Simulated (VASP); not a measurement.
# Ir (P4/nmm) in VASP: notebook

Runs on Ir. Level: LDA. Tasks: single point.

All numbers are computed with VASP 6.6.1; they aren't measurements. Logs are shortened: lines on timing, memory, paths and dates and some standing lists are left out, and cuts for length are marked.

## Step 1: The cell of the first run

It takes space group P4/nmm (No. 129, tetragonal). The conventional cell has a = 2.695 Å, b = 2.695 Å, c = 3.811 Å, α = 90.00°, β = 90.00°, γ = 90.00°. Ir (site symmetry 4mm) has 12 Ir at 2.55 to 2.85 Å within 3.4 Å.

## Step 2: Single point, LDA (atoms displaced along a vibrational mode)

Contents of INCAR:

```
ALGO = Fast ; EDIFF = 1E-6
ENCUT = 520 ; GGA = CA
ISIF = 2 ; ISMEAR = 0
LASPH = T ; LCHARG = T
LELF = T ; LREAL = F
LVHAR = T ; LWAVE = F
NBANDS = 16 ; NELM = 80
PREC = Accurate ; SIGMA = 0.15
```

Contents of KPOINTS:

```
k-points
0
Gamma
  16 16 12
```

Contents of POSCAR:

```
Ir
1.0
    0.0000000000     -1.9054060557     -1.9054060557
    0.0000000000      1.9054060557     -1.9054060557
    3.8108121114      0.0000000000      0.0000000000
Ir
2
Direct
    0.5000000000      0.5000000000      0.4719219954
    0.0000000000      0.0000000000      0.0280780046
```

Potentials or basis: VASP PAW LDA potentials, release 64 (Ir).

The run is started by

```console
$ cat potpaw_LDA.64/Ir/POTCAR > POTCAR
$ mpirun -np 1 vasp_std > vasp.out
```

OUTCAR:

```text
EDIFF = 1E-6
   ENCUT = 520
   GGA = CA
   ISIF = 2
   ISMEAR = 0
   LASPH = T
   LREAL = F
   NELM = 80
   PREC = Accurate

 ion  position               nearest neighbor table
   1  0.500  0.500  0.472-   2 2.55   2 2.55   2 2.55   2 2.55   2 2.85   2 2.85   2 2.85   2 2.85

   2  0.000  0.000  0.028-   1 2.55   1 2.55   1 2.55   1 2.55   1 2.85   1 2.85   1 2.85   1 2.85

  LATTYP: Found a simple tetragonal cell.
 ALAT       =     2.6946510858
 C/A-ratio  =     1.4142135624

  Lattice vectors:

 A1 = (   0.0000000000,  -1.9054060557,  -1.9054060557)
 A2 = (   0.0000000000,   1.9054060557,  -1.9054060557)
 A3 = (   3.8108121114,   0.0000000000,   0.0000000000)

Analysis of symmetry for initial positions (statically):
=====================================================================
 Subroutine PRICEL returns:
 Original cell was already a primitive cell.

 Routine SETGRP: Setting up the symmetry group for a
 simple tetragonal supercell.

 Subroutine GETGRP returns: Found 16 space group operations
 (whereof  8 operations were pure point group operations)
 out of a pool of 16 trial point group operations.

The static configuration has the point symmetry C_4v.
 The point group associated with its full space group is D_4h.

Analysis of symmetry for dynamics (positions and initial velocities):
=====================================================================
 Subroutine PRICEL returns:
 Original cell was already a primitive cell.

 Routine SETGRP: Setting up the symmetry group for a
 simple tetragonal supercell.

 Subroutine GETGRP returns: Found 16 space group operations
 (whereof  8 operations were pure point group operations)
 out of a pool of 16 trial point group operations.

The dynamic configuration has the point symmetry C_4v.
 The point group associated with its full space group is D_4h.

 Subroutine INISYM returns: Found 16 space group operations
 (whereof  8 operations are pure point group operations),
 and found     1 'primitive' translations

----------------------------------------------------------------------------------------

                                     Primitive cell

  volume of cell :      27.6709

  direct lattice vectors                    reciprocal lattice vectors
     0.000000000 -1.905406056 -1.905406056     0.000000000 -0.262411258 -0.262411258
     0.000000000  1.905406056 -1.905406056     0.000000000  0.262411258 -0.262411258
     3.810812111  0.000000000  0.000000000     0.262411258  0.000000000  0.000000000

  length of vectors
[... 71 lines left out ...]
   NGXF,Y,Z  is equivalent  to a cutoff of  24.68, 24.68, 24.43 a.u.
 SYSTEM =  unknown system
   PREC   = accura    normal or accurate (medium, high low for compatibility)
   ISTART =      0    job   : 0-new  1-cont  2-samecut
   ICHARG =      2    charge: 1-file 2-atom 10-const
   ISPIN  =      1    spin polarized calculation?
   LNONCOLLINEAR =      F non collinear calculations
   LSORBIT =      F    spin-orbit coupling
   LASPH  =      T    aspherical Exc in radial PAW
   ENCUT  =  520.0 eV  38.22 Ry    6.18 a.u.   5.01  5.01  7.09*2*pi/ulx,y,z
   NELM   =     80;   NELMIN=  2; NELMDL= -5     # of ELM steps
   EDIFF  = 0.1E-05   stopping-criterion for ELM
   LREAL  =      F    real-space projection
[... 7 lines left out ...]
   TEBEG  =    0.0;   TEEND  =   0.0 temperature during run
   PSTRESS=    0.0 pullay stress
   NELECT =      18.0000    total number of electrons
   NUPDOWN=      -1.0000    fix difference up-down
   EMIN   =  10.00;   EMAX   =-10.00  energy-range for DOS
   EFERMI =   0.00;   METHOD = LEGACY
   ISMEAR =     0;   SIGMA  =   0.15  broadening in eV -4-tet -1-fermi 0-gaus
   EFERMI_NEDOS =   21; number of points for ismear=-14 and -15
   IALGO  =     68    algorithm
   IMIX   =      4    mixing-type and parameters
     AMIX     =   0.40;   BMIX     =  1.00
     AMIX_MAG =   1.60;   BMIX_MAG =  1.00
  volume/ion in A,a.u.               =      13.84        93.37
  Fermi-wavevector in a.u.,A,eV,Ry     =   1.418485  2.680548 27.376284  2.012100
  Thomas-Fermi vector in A             =   2.539606
   LORBIT       =      0    0 simple, 1 ext, 2 COOP (PROOUT), +10 PAW based schemes
   GGA     = CA    functional components
   LHFCALC =     F    Hartree Fock is set to
   AEXX    =    0.0000 exact exchange contribution
   IVDW    =     0    specifies the selected vdW correction
   LEPSILON=     F    determine dielectric tensor
   LRPA    =     F    only Hartree local field effects (RPA)
 non-spin polarized calculation
 RMM-DIIS sequential band-by-band and
 Gauss-broadening in eV      SIGMA  =   0.15
  energy-cutoff  :      520.00
  volume of cell :       27.67
 maximum number of plane-waves:       776
   NGX = 11   NGY = 11   NGZ = 15

 number of electron      18.0000003 magnetization

 Free energy of the ion-electron system (eV)
  ---------------------------------------------------
  ext. energy  EPLUGINS =         0.00000000
  ---------------------------------------------------
  free energy    TOTEN  =       -20.32038735 eV

  energy without entropy =      -20.30010792  energy(sigma->0) =      -20.31024763

 E-fermi :  10.8073     XC(G=0): -14.2425

 val. band max:       10.8023582793   @ k =   0.4375   0.4375   0.1667
 cond. band min:      10.8162341165   @ k =   0.3750   0.3125   0.1667
 fundamental gap:      0.0138758372
 Fermi energy:        10.8073318519

 k-point     1 :       0.0000    0.0000    0.0000
  band No.  band energies     occupation
      1      -0.6371      2.00000
      2       2.4423      2.00000
      3       2.8379      2.00000
      4       6.5802      2.00000
      5       6.5802      2.00000
      6       6.7639      2.00000
[... 433 lines left out ...]
      3       4.6544      2.00000
      4       4.6544      2.00000
      5       6.1700      2.00000
      6       6.1700      2.00000
[... 8 lines left out ...]
     15      26.0662      0.00000
     16      26.0662      0.00000

 [... further k-points ...]
[... 5 lines left out ...]
  --------------------------------------------------------------------------------------
  -------------------------------------------------------------------------------------
  Total        2.4218388      2.0896324      2.0896324      0.0000000      0.0000000     -0.0000000
  in kB      140.2275010    120.9923339    120.9923339      0.0000000      0.0000000     -0.0000000
  external PRESSURE =     127.4040562 kB  Pullay stress =       0.0000000 kB

 VOLUME and BASIS-vectors are now :
 -----------------------------------------------------------------------------
  energy-cutoff  :      520.00
  volume of cell :       27.67
      direct lattice vectors                 reciprocal lattice vectors
     0.000000000 -1.905406056 -1.905406056     0.000000000 -0.262411258 -0.262411258
     0.000000000  1.905406056 -1.905406056     0.000000000  0.262411258 -0.262411258
     3.810812111  0.000000000  0.000000000     0.262411258  0.000000000  0.000000000

 POSITION                                       TOTAL-FORCE (eV/Angst)
 -----------------------------------------------------------------------------------
      1.79841      0.00000     -1.90541         3.265355      0.000000      0.000000
      0.10700      0.00000      0.00000        -3.265355      0.000000      0.000000
 -----------------------------------------------------------------------------------
    total drift:                                0.000000      0.000000      0.000000

  FREE ENERGIE OF THE ION-ELECTRON SYSTEM (eV)
  ---------------------------------------------------
  free  energy   TOTEN  =       -20.3203873496 eV

  energy  without entropy=      -20.3001079166  energy(sigma->0) =      -20.31024763
```

OSZICAR:

```text
N       E                     dE             d eps       ncg     rms          rms(c)
DAV:   1     0.149716664586E+03    0.14972E+03   -0.82316E+03 10120   0.113E+03
DAV:   2    -0.175477021047E+02   -0.16726E+03   -0.15052E+03 10088   0.316E+02
DAV:   3    -0.214586235838E+02   -0.39109E+01   -0.38694E+01 14144   0.594E+01
DAV:   4    -0.215051630792E+02   -0.46539E-01   -0.46528E-01 11376   0.540E+00
DAV:   5    -0.215065779608E+02   -0.14149E-02   -0.14149E-02 14280   0.978E-01    0.253E+01
RMM:   6    -0.205171183987E+02    0.98946E+00   -0.98713E-01 10211   0.111E+01    0.102E+01
RMM:   7    -0.203267586048E+02    0.19036E+00   -0.58193E-01 10729   0.578E+00    0.207E+00
RMM:   8    -0.203276020958E+02   -0.84349E-03   -0.84243E-02 11802   0.326E+00    0.176E+00
RMM:   9    -0.203269589866E+02    0.64311E-03   -0.19857E-02 12116   0.104E+00    0.898E-01
RMM:  10    -0.203207711087E+02    0.61879E-02   -0.18859E-02 10731   0.186E+00    0.580E-01
RMM:  11    -0.203205370375E+02    0.23407E-03   -0.17648E-03 11154   0.450E-01    0.372E-01
RMM:  12    -0.203204370726E+02    0.99965E-04   -0.69179E-04 11814   0.235E-01    0.221E-01
RMM:  13    -0.203204660122E+02   -0.28940E-04   -0.22868E-04 14072   0.933E-02    0.255E-01
RMM:  14    -0.203204612713E+02    0.47410E-05   -0.72754E-06 11025   0.192E-02    0.249E-01
RMM:  15    -0.203204625005E+02   -0.12292E-05   -0.27221E-06  8015   0.111E-02    0.254E-01
RMM:  16    -0.203204308305E+02    0.31670E-04   -0.33662E-04 20002   0.176E-01    0.803E-02
RMM:  17    -0.203203870796E+02    0.43751E-04   -0.16551E-04 19693   0.749E-02    0.121E-02
RMM:  18    -0.203203873496E+02   -0.26996E-06   -0.14742E-06  7731   0.902E-03
   1 F= -.20320387E+02 E0= -.20310248E+02  d E =-.202794E-01
```

Wall time 75 s (1 thread of AMD EPYC 9R45 (Zen 5), shared host); peak memory 0.19 GiB.

Results:

- Free energy: -20.3204 eV
- Pressure: 12.7 GPa
- Largest force: 3.265 eV/Å
- Band gap on the k mesh: zero (bands 9 and 10 overlap by 2.73 eV)

Forces in eV/Å, atoms in the order of the input:
```
Ir   3.265  0.000  0.000
Ir  -3.265  0.000  0.000
```

Caveat: the cell differs from its parent crystal (atoms displaced along a vibrational mode); the cell stands under pressure; spin-orbit coupling is left out, which moves the levels of the heavy elements; forces of over 1 eV/Å act on the atoms, so gaps and moduli don't describe the material at rest.

## Step 3: Single point, LDA (atoms displaced along a vibrational mode)

Contents of INCAR:

```
PREC = Accurate
ENCUT = 520
EDIFF = 1E-6
ISMEAR = 0
SIGMA = 0.15
LREAL = F
LASPH = T
NELM = 60
ALGO = Fast
ISIF = 2
LWAVE = F
LCHARG = F
GGA = CA
NBANDS = 16
```

Contents of KPOINTS:

```
regular mesh
0
Gamma
  16 16 12
```

Contents of POSCAR:

```
Ir
1.0
    0.0000000000     -1.9054060557     -1.9054060557
    0.0000000000      1.9054060557     -1.9054060557
    3.8108121114      0.0000000000      0.0000000000
Ir
2
Direct
    0.5000000000      0.5000000000      0.4831531972
    0.0000000000      0.0000000000      0.0168468028
```

Potentials or basis: VASP PAW LDA potentials, release 64 (Ir).

The run is started by

```console
$ cat potpaw_LDA.64/Ir/POTCAR > POTCAR
$ mpirun -np 1 vasp_std > vasp.out
```

It took 83 s on 1 thread of AMD EPYC 9R45 (Zen 5), shared host; peak memory 0.19 GiB.

It converged, with:

```yaml
Free_energy: -20.5376 eV
Pressure: 6.3 GPa
Largest_force: 1.851 eV/Å
Band_gap_on_the_k_mesh: zero (bands 9 and 10 overlap by 3.04 eV)
```

Forces in eV/Å, atoms in the order of the input:
```
Ir   1.851  0.000  0.000
Ir  -1.851  0.000  0.000
```

Stress tensor (GPa, compression positive):
```
6.91 0.00 0.00
0.00 5.98 0.00
0.00 0.00 5.98
```

Levels at points of the mesh, in eV from the Fermi level:
| k point | band 6 | band 7 | band 8 | band 9 | band 10 | band 11 | band 12 | band 13 |
| --- | --- | --- | --- | --- | --- | --- | --- | --- |
| (0.00, 0.00, 0.00) | -4.04 | -1.36 | -1.35 | 0.92 | 1.48 | 1.48 | 1.96 | 10.63 |
| (0.50, 0.00, 0.00) | -4.55 | -2.89 | -2.89 | -1.16 | -1.16 | 2.93 | 2.93 | 11.43 |
| (0.50, 0.50, 0.00) | 0.88 | 1.43 | 1.43 | 1.48 | 1.48 | 1.73 | 1.73 | 10.64 |
| (0.00, 0.00, 0.50) | -2.46 | -2.46 | -2.36 | -1.55 | -1.55 | -0.71 | 0.11 | 16.72 |
| (0.50, 0.00, 0.50) | -4.14 | -0.83 | -0.83 | 0.89 | 0.89 | 0.96 | 0.96 | 7.37 |
| (0.50, 0.50, 0.50) | -4.59 | -1.80 | -1.80 | 1.49 | 1.49 | 8.31 | 8.31 | 8.51 |

Caveat: the cell differs from its parent crystal (atoms displaced along a vibrational mode); the cell stands under pressure; spin-orbit coupling is left out, which moves the levels of the heavy elements; forces of over 1 eV/Å act on the atoms, so gaps and moduli don't describe the material at rest.

## Step 4: Single point, LDA (atoms displaced along a vibrational mode)

Contents of INCAR:

```
SYSTEM = Ir
ALGO = Fast
EDIFF = 1E-6
ENCUT = 520
ISIF = 2
ISMEAR = 0
LASPH = .True.
LCHARG = .True.
LELF = .True.
LREAL = .False.
LVHAR = .True.
LWAVE = .False.
NBANDS = 16
NELM = 60
PREC = Accurate
SIGMA = 0.15
```

Contents of KPOINTS:

```
k-points
0
Gamma
  16 16 12
  0 0 0
```

Contents of POSCAR:

```
Ir
1.0
    0.0000000000     -1.9054060557     -1.9054060557
    0.0000000000      1.9054060557     -1.9054060557
    3.8108121114      0.0000000000      0.0000000000
Ir
2
Direct
    0.5000000000      0.5000000000      0.4775375963
    0.0000000000      0.0000000000      0.0224624037
```

The run is started by

```console
$ cat potpaw_LDA.64/Ir/POTCAR > POTCAR
$ mpirun -np 1 vasp_std > vasp.out
```

It took 74 s on 1 thread of AMD EPYC 9R45 (Zen 5), shared host; peak memory 0.19 GiB.

The run converged. Its results:

```yaml
Free_energy: -20.4441 eV
Pressure: 9.1 GPa
Largest_force: 2.528 eV/Å
Band_gap_on_the_k_mesh: zero (bands 9 and 10 overlap by 2.88 eV)
```

Forces on the atoms (eV/Å):
```
Ir   2.528  0.000  0.000
Ir  -2.528  0.000  0.000
```

Stress tensor (GPa, compression positive):
```
10.05  0.00  0.00
 0.00  8.66  0.00
 0.00  0.00  8.66
```

Levels at points of the mesh, in eV from the Fermi level:
```
           k point  band 5  band 6  band 7  band 8  band 9  band 10  band 11  band 12  band 13  band 14
(0.00, 0.00, 0.00)   -4.16   -4.04   -1.48   -1.45    0.92     1.43     1.43     2.10    10.47    11.80
(0.50, 0.00, 0.00)   -4.45   -4.45   -3.11   -3.11   -1.02    -1.02     2.89     2.89    11.16    11.16
(0.50, 0.50, 0.00)    0.83    0.83    1.34    1.34    1.43     1.43     1.72     1.72    10.52    10.52
(0.00, 0.00, 0.50)   -4.05   -2.65   -2.65   -2.09   -1.45    -1.45    -0.91     0.19    16.23    17.84
(0.50, 0.00, 0.50)   -4.15   -4.15   -0.89   -0.89    0.85     0.85     0.98     0.98     7.26     7.26
(0.50, 0.50, 0.50)   -4.47   -4.47   -1.76   -1.76    1.44     1.44     8.22     8.22     8.26     8.26
```

Caveat: the cell differs from its parent crystal (atoms displaced along a vibrational mode); the cell stands under pressure; spin-orbit coupling is left out, which moves the levels of the heavy elements; forces of over 1 eV/Å act on the atoms, so gaps and moduli don't describe the material at rest.

## Step 5: Summary

```tsv
cell	gap on the mesh (eV)	pressure (GPa)	largest force (eV/Å)
as given, atomic positions A	none	12.7	3.27
as given, atomic positions B	none	6.3	1.85
as given, atomic positions C	none	9.1	2.53
```

Alike in all rows: task single point; level LDA; potentials or basis VASP PAW LDA potentials, release 64 (Ir); no spin polarisation; k mesh 16 × 16 × 12; cutoff (eV) 520; smearing gaussian 0.15 eV.

Caveats: the cell stands under pressure; spin-orbit coupling is left out, which moves the levels of the heavy elements; forces of over 1 eV/Å act on the atoms, so gaps and moduli don't describe the material at rest.

Total energies depend on the potentials used, so only differences within one code and one set of settings carry meaning.
